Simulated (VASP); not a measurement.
A run of VASP 6.6.1 is set up as follows.

POSCAR

```
Pt
1.0
    2.6608087165      0.0000000000      0.0000000000
   -1.3304043583      2.3043279431      0.0000000000
    0.0000000000      0.0000000000      4.5748693427
Pt
2
Direct
    0.6666666667      0.3333333333      0.7500000000
    0.3333333333      0.6666666667      0.2500000000
```

File INCAR.step1:

```
SYSTEM = Pt
ALGO = Normal ; EDIFF = 1E-4
ENCUT = 520 ; GGA = PE
ISMEAR = 0 ; LASPH = .TRUE.
LCHARG = .FALSE. ; LREAL = .FALSE.
LWAVE = .TRUE. ; NBANDS = 17
NELM = 60 ; PREC = Accurate
SIGMA = 0.1
```

INCAR.step2

```
SYSTEM = Pt
ALGO = Normal ; EDIFF = 1E-6
ENCUT = 520 ; ISIF = 2
ISMEAR = 0 ; ISTART = 1
LASPH = .TRUE. ; LCHARG = .FALSE.
LMIXTAU = .TRUE. ; LREAL = .FALSE.
LWAVE = .FALSE. ; METAGGA = R2SCAN
NBANDS = 17 ; NELM = 60
PREC = Accurate ; SIGMA = 0.1
```

Contents of KPOINTS:

```
k-points
0
G
  18 18 10
  0 0 0
```

Potentials or basis: VASP PAW PBE potentials, release 64 (Pt).

The run is started by

```bash
$ cat potpaw_PBE.64/Pt/POTCAR > POTCAR
$ cp INCAR.step1 INCAR
$ mpirun -np 1 vasp_std > vasp.out
$ cp INCAR.step2 INCAR
$ mpirun -np 1 vasp_std > vasp.out
```

Q: What does it give for the pressure?

A: 33.2 GPa.

Q: Estimate the band gap on the k mesh.

A: Zero (band 10 reaches 13.06 eV, above the bottom of band 11 at 11.39 eV).

Stress tensor (GPa, compression positive):
```
33.37  0.00  0.00
 0.00 33.37  0.00
 0.00  0.00 33.01
```

Caveat: the PAW data sets were made with another functional, which shifts forces and pressure a little; spin-orbit coupling is left out, which moves the levels of the heavy elements.
